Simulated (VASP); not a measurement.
A run of VASP 6.6.1 is set up as follows.

Contents of INCAR:

```
PREC     = Accurate       # precision mode
ENCUT    = 520            # plane-wave cutoff, eV
EDIFF    = 1E-6           # SCF threshold, eV
ISMEAR   = -1             # smearing method
SIGMA    = 0.02           # smearing width, eV
LREAL    = F              # projectors in reciprocal space
LASPH    = T              # aspherical terms in the spheres
NELM     = 60             # most SCF steps
ALGO     = Normal         # electronic algorithm
ISIF     = 2              # what is computed and relaxed
LWAVE    = F              # write WAVECAR
LCHARG   = F              # write CHGCAR
GGA      = PE             # functional
NBANDS   = 17             # bands
```

Contents of KPOINTS:

```
regular mesh
0
Gamma
  9 9 9
```

File POSCAR:

```
SnSe
1.0
    0.0000000000      2.9876758353      3.0551500000
    2.9876758353      0.0000000000      3.0551500000
    2.9876758353      2.9876758353      0.0000000000
Sn Se
1 1
Direct
    0.0000000000      0.0000000000      0.0000000000
    0.5000000000      0.5000000000      0.5000000000
```

Potentials or basis: VASP PAW PBE potentials, release 64 (Sn_d, Se).

Run with:

```sh
$ cat potpaw_PBE.64/Sn_d/POTCAR potpaw_PBE.64/Se/POTCAR > POTCAR
$ mpirun -np 1 vasp_std > vasp.out
```

(1) Estimate the band gap on the k mesh.

(2) Estimate the pressure.

Answers

(1) 0.52 eV, indirect (least direct gap 0.57 eV).

(2) 1.1 GPa.

Caveat: spin-orbit coupling is left out, which moves the levels of the heavy elements.
